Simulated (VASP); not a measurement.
# RbCl (Fm-3m) in VASP: notebook

Runs on RbCl. Level: r2SCAN. Tasks: single point, relaxation of cell and atoms.

Program: VASP 6.6.1. These are calculated values, not measurements. Logs are shortened: lines on timing, memory, paths and dates and some standing lists are left out, and cuts for length are marked.

### 1 The cell of the first run

Symmetry: Fm-3m, No. 225, cubic system. Conventional cell: a = 6.613 Å, b = 6.613 Å, c = 6.613 Å, α = 90.00°, β = 90.00°, γ = 90.00°. Within 4.3 Å of Rb (site symmetry m-3m) lie 6 Cl at 3.31 Å. Within 4.3 Å of Cl (site symmetry m-3m) lie 6 Rb at 3.31 Å.

### 2 Single point, r2SCAN

The input, POSCAR:

```
RbCl
1.0
    3.3064188467      3.3064188467      0.0000000000
   -3.3064188467      3.3064188467      0.0000000000
    0.0000000000      3.3064188467      3.3064188467
Rb Cl
1 1
Direct
    0.0000000000      0.0000000000      0.0000000000
    0.5000000000      0.5000000000      0.0000000000
```

The input, INCAR.step1:

```
PREC     = Accurate       # precision mode
ENCUT    = 550            # plane-wave cutoff, eV
ISMEAR   = -1             # smearing method
SIGMA    = 0.05           # smearing width, eV
LREAL    = False          # projectors in reciprocal space
LASPH    = True           # aspherical terms in the spheres
NELM     = 120            # most SCF steps
NBANDS   = 15             # bands
GGA      = PE             # functional
ALGO     = Normal         # electronic algorithm
EDIFF    = 1E-5           # SCF threshold, eV
LWAVE    = True           # write WAVECAR
LCHARG   = False          # write CHGCAR
GGA_COMPAT= False
```

The input, INCAR.step2:

```
PREC     = Accurate       # precision mode
ENCUT    = 550            # plane-wave cutoff, eV
EDIFF    = 1E-6           # SCF threshold, eV
ISMEAR   = -1             # smearing method
SIGMA    = 0.05           # smearing width, eV
LREAL    = False          # projectors in reciprocal space
LASPH    = True           # aspherical terms in the spheres
NELM     = 120            # most SCF steps
ALGO     = Normal         # electronic algorithm
ISIF     = 2              # what is computed and relaxed
LWAVE    = False          # write WAVECAR
LCHARG   = False          # write CHGCAR
METAGGA  = R2SCAN         # meta-GGA
LMIXTAU  = True         
NBANDS   = 15             # bands
ISTART   = 1            
GGA_COMPAT= False
```

The input, KPOINTS:

```
regular mesh
0
Gamma
  10 10 10
```

Potentials or basis: VASP PAW PBE potentials, release 64 (Rb_sv, Cl).

The run is started by

```
> cat potpaw_PBE.64/Rb_sv/POTCAR potpaw_PBE.64/Cl/POTCAR > POTCAR
> cp INCAR.step1 INCAR
> mpirun -np 1 vasp_std > vasp.out
> cp INCAR.step2 INCAR
> mpirun -np 1 vasp_std > vasp.out
```

OUTCAR:

```text
PREC = Accurate
   ENCUT = 550
   EDIFF = 1E-6
   ISMEAR = -1
   LREAL = False
   LASPH = True
   NELM = 120
   ISIF = 2
   METAGGA = R2SCAN
   ISTART = 1

 ion  position               nearest neighbor table
   1  0.000  0.000  0.000-   2 3.31   2 3.31   2 3.31   2 3.31   2 3.31   2 3.31
   2  0.500  0.500  0.000-   1 3.31   1 3.31   1 3.31   1 3.31   1 3.31   1 3.31

  LATTYP: Found a face centered cubic cell.
 ALAT       =     6.6128376934

  Lattice vectors:

 A1 = (   0.0000000000,   3.3064188467,   3.3064188467)
 A2 = (   3.3064188467,   0.0000000000,   3.3064188467)
 A3 = (   3.3064188467,   3.3064188467,   0.0000000000)

Analysis of symmetry for initial positions (statically):
=====================================================================
 Subroutine PRICEL returns:
 Original cell was already a primitive cell.

 Routine SETGRP: Setting up the symmetry group for a
 face centered cubic supercell.

 Subroutine GETGRP returns: Found 48 space group operations
 (whereof 48 operations were pure point group operations)
 out of a pool of 48 trial point group operations.

The static configuration has the point symmetry O_h .

Analysis of symmetry for dynamics (positions and initial velocities):
=====================================================================
 Subroutine PRICEL returns:
 Original cell was already a primitive cell.

 Routine SETGRP: Setting up the symmetry group for a
 face centered cubic supercell.

 Subroutine GETGRP returns: Found 48 space group operations
 (whereof 48 operations were pure point group operations)
 out of a pool of 48 trial point group operations.

The dynamic configuration has the point symmetry O_h .

 Subroutine INISYM returns: Found 48 space group operations
 (whereof 48 operations are pure point group operations),
 and found     1 'primitive' translations

----------------------------------------------------------------------------------------

                                     Primitive cell

  volume of cell :      72.2942

  direct lattice vectors                    reciprocal lattice vectors
     3.306418847  3.306418847  0.000000000     0.151221011  0.151221011 -0.151221011
    -3.306418847  3.306418847  0.000000000    -0.151221011  0.151221011 -0.151221011
     0.000000000  3.306418847  3.306418847     0.000000000  0.000000000  0.302442022

  length of vectors
     4.675982376  4.675982376  4.675982376     0.261922474  0.261922474  0.302442022

[... 89 lines left out ...]
   TEBEG  =    0.0;   TEEND  =   0.0 temperature during run
   PSTRESS=    0.0 pullay stress
   NELECT =      16.0000    total number of electrons
   NUPDOWN=      -1.0000    fix difference up-down
   EMIN   =  10.00;   EMAX   =-10.00  energy-range for DOS
   EFERMI =   0.00;   METHOD = LEGACY
   ISMEAR =    -1;   SIGMA  =   0.05  broadening in eV -4-tet -1-fermi 0-gaus
   EFERMI_NEDOS =   21; number of points for ismear=-14 and -15
   IALGO  =     38    algorithm
   IMIX   =      4    mixing-type and parameters
     AMIX     =   0.40;   BMIX     =  1.00
     AMIX_MAG =   1.60;   BMIX_MAG =  1.00
  volume/ion in A,a.u.               =      36.15       243.93
  Fermi-wavevector in a.u.,A,eV,Ry     =   0.990255  1.871310 13.341935  0.980605
  Thomas-Fermi vector in A             =   2.121912
   LORBIT       =      0    0 simple, 1 ext, 2 COOP (PROOUT), +10 PAW based schemes
   METAGGA = R2SCAN    functional components
   LHFCALC =     F    Hartree Fock is set to
   AEXX    =    0.0000 exact exchange contribution
   IVDW    =     0    specifies the selected vdW correction
   LEPSILON=     F    determine dielectric tensor
   LRPA    =     F    only Hartree local field effects (RPA)
 non-spin polarized calculation
  energy-cutoff  :      550.00
  volume of cell :       72.29
 maximum number of plane-waves:      2154
   NGX = 17   NGY = 17   NGZ = 17

 number of electron      16.0000002 magnetization

 Free energy of the ion-electron system (eV)
  ---------------------------------------------------
  ext. energy  EPLUGINS =         0.00000000
  ---------------------------------------------------
  free energy    TOTEN  =       -24.38565357 eV

  energy without entropy =      -24.38565357  energy(sigma->0) =      -24.38565357

 E-fermi :  -1.2260     XC(G=0):  -7.7160

 val. band max:       -2.3494061299   @ k =   0.0000   0.0000   0.0000
 cond. band min:       3.2055553765   @ k =   0.0000   0.0000   0.0000
 fundamental gap:      5.5549615064
 Fermi energy:        -1.2259601495

 k-point     1 :       0.0000    0.0000    0.0000
  band No.  band energies     occupation
      1     -27.0219      2.00000
      2     -14.8829      2.00000
      3     -10.5248      2.00000
      4     -10.5248      2.00000
      5     -10.5248      2.00000
      6      -2.3494      2.00000
      7      -2.3494      2.00000
      8      -2.3494      2.00000
      9       3.2056      0.00000
     10       6.2565      0.00000
     11       6.2565      0.00000
     12       6.2565      0.00000
     13       7.4188      0.00000
     14       7.4188      0.00000
[... 401 lines left out ...]
      2     -14.8819      2.00000
      3     -10.6955      2.00000
      4     -10.5756      2.00000
      5     -10.5616      2.00000
      6      -2.8392      2.00000
      7      -2.6254      2.00000
      8      -2.5960      2.00000
      9       5.3458      0.00000
     10       6.4973      0.00000
     11       7.9174      0.00000
     12       8.1542      0.00000
     13       8.9582      0.00000
     14       9.6799      0.00000
     15      10.7918      0.00000

 [... further k-points ...]

------------------------ aborting loop because EDIFF is reached ----------------------------------------

  FORCE on cell =-STRESS in cart. coord.  units (eV):
  Direction    XX          YY          ZZ          XY          YZ          ZX
  --------------------------------------------------------------------------------------
  -------------------------------------------------------------------------------------
  Total        0.0102587      0.0102587      0.0102587     -0.0000000     -0.0000000      0.0000000
  in kB        0.2273521      0.2273521      0.2273521     -0.0000000     -0.0000000      0.0000000
  external PRESSURE =       0.2273521 kB  Pullay stress =       0.0000000 kB

 VOLUME and BASIS-vectors are now :
 -----------------------------------------------------------------------------
  energy-cutoff  :      550.00
  volume of cell :       72.29
      direct lattice vectors                 reciprocal lattice vectors
     3.306418847  3.306418847  0.000000000     0.151221011  0.151221011 -0.151221011
    -3.306418847  3.306418847  0.000000000    -0.151221011  0.151221011 -0.151221011
     0.000000000  3.306418847  3.306418847     0.000000000  0.000000000  0.302442022

 POSITION                                       TOTAL-FORCE (eV/Angst)
 -----------------------------------------------------------------------------------
      0.00000      0.00000      0.00000         0.000000     -0.000000      0.000000
      0.00000      3.30642      0.00000        -0.000000      0.000000      0.000000
 -----------------------------------------------------------------------------------
    total drift:                               -0.000000      0.000000     -0.000000

  FREE ENERGIE OF THE ION-ELECTRON SYSTEM (eV)
  ---------------------------------------------------
  free  energy   TOTEN  =       -24.3856535713 eV

  energy  without entropy=      -24.3856535713  energy(sigma->0) =      -24.38565357
```

Wall time 87 s (1 thread of Intel Xeon 6975P-C (Granite Rapids), shared host); peak memory 0.24 GiB.

Results:

```
Free energy            : -24.3857 eV
Pressure               : 0.0 GPa
Band gap on the k mesh : 5.55 eV
```

Caveat: the PAW data sets were made with another functional, which shifts forces and pressure a little.

### 3 Relaxation of cell and atoms, r2SCAN

This run uses another cell than the first one, of 35.09 Å³/atom.

The input, POSCAR:

```
RbCl
1.0
    3.2740000000      3.2740000000      0.0000000000
   -3.2740000000      3.2740000000      0.0000000000
    0.0000000000      3.2740000000      3.2740000000
Rb Cl
1 1
Direct
    0.0000000000      0.0000000000      0.0000000000
    0.5000000000      0.5000000000      0.0000000000
```

The input, INCAR.step1:

```
SYSTEM = RbCl
  ALGO = Normal
  EDIFF = 1E-5
  EDIFFG = -0.005
  ENCUT = 550
  GGA = PE
  GGA_COMPAT = .FALSE.
  IBRION = 2
  ISIF = 3
  ISMEAR = -1
  LASPH = .TRUE.
  LCHARG = .FALSE.
  LREAL = .FALSE.
  LWAVE = .TRUE.
  NELM = 120
  NELMIN = 4
  NSW = 100
  PREC = Accurate
  SIGMA = 0.05
```

The input, INCAR.step2:

```
SYSTEM = RbCl
  ALGO = Normal
  EDIFF = 1E-7
  EDIFFG = -0.002
  ENCUT = 550
  GGA_COMPAT = .FALSE.
  IBRION = 2
  ISIF = 3
  ISMEAR = -1
  ISTART = 1
  LASPH = .TRUE.
  LCHARG = .FALSE.
  LMIXTAU = .TRUE.
  LREAL = .FALSE.
  LWAVE = .FALSE.
  METAGGA = R2SCAN
  NELM = 120
  NELMIN = 4
  NSW = 100
  PREC = Accurate
  SIGMA = 0.05
```

The input, KPOINTS:

```
k-points
0
G
  10 10 10
  0 0 0
```

Potentials or basis: VASP PAW PBE potentials, release 64 (Rb_sv, Cl).

The run is started by

```
> cat potpaw_PBE.64/Rb_sv/POTCAR potpaw_PBE.64/Cl/POTCAR > POTCAR
> cp INCAR.step1 INCAR
> mpirun -np 1 vasp_std > vasp.out
> cp INCAR.step2 INCAR
> mpirun -np 1 vasp_std > vasp.out
```

Wall time 5.8 min (1 thread of Intel Xeon 6975P-C (Granite Rapids), shared host); peak memory 0.25 GiB.

The run converged. Its results:

| Quantity | Value |
| --- | --- |
| Free energy | -24.3853 eV |
| Relaxed volume | 36.19 Å³/atom |
| Relaxed cell | a = 4.678 Å, b = 4.678 Å, c = 4.678 Å, α = 60.00°, β = 60.00°, γ = 90.00° |
| Space group after relaxing (to 0.1 Å) | Fm-3m (No. 225) |
| Energy gained by relaxing | 1.9 meV/atom |
| Ionic steps | 4 |
| Pressure after relaxing | 0.0 GPa |
| Band gap on the k mesh | 5.55 eV |

The path:
| step | energy change (eV) | largest force (eV/Å) | pressure (GPa) | volume (Å³) |
| --- | --- | --- | --- | --- |
| 1 | 0.0000 | 0.0000 | 0.56 | 70.19 |
| 2 | -0.0031 | 0.0000 | 0.23 | 71.45 |
| 3 | -0.0037 | 0.0000 | -0.01 | 72.42 |
| 4 | -0.0037 | 0.0000 | 0.00 | 72.37 |

Final structure:
```
Rb Cl
1.0
     3.30759    3.30759    0.00000
    -3.30759    3.30759    0.00000
     0.00000    3.30759    3.30759
Rb Cl
1 1
Direct
  0.00000 0.00000 0.00000
  0.50000 0.50000 0.00000
```

Levels at points of the mesh, in eV from the valence-band top:
| k point | band 4 | band 5 | band 6 | band 7 | band 8 | band 9 | band 10 | band 11 | band 12 |
| --- | --- | --- | --- | --- | --- | --- | --- | --- | --- |
| (0.00, 0.00, 0.00) | -8.18 | -8.18 | 0.00 | 0.00 | 0.00 | 5.55 | 8.61 | 8.61 | 8.61 |
| (0.50, 0.00, 0.00) | -8.19 | -8.15 | -0.82 | -0.32 | -0.32 | 8.17 | 8.48 | 10.85 | 10.85 |
| (0.50, 0.50, 0.00) | -8.27 | -8.27 | -0.33 | -0.10 | -0.10 | 6.67 | 8.84 | 10.13 | 10.92 |

Caveat: the PAW data sets were made with another functional, which shifts forces and pressure a little.
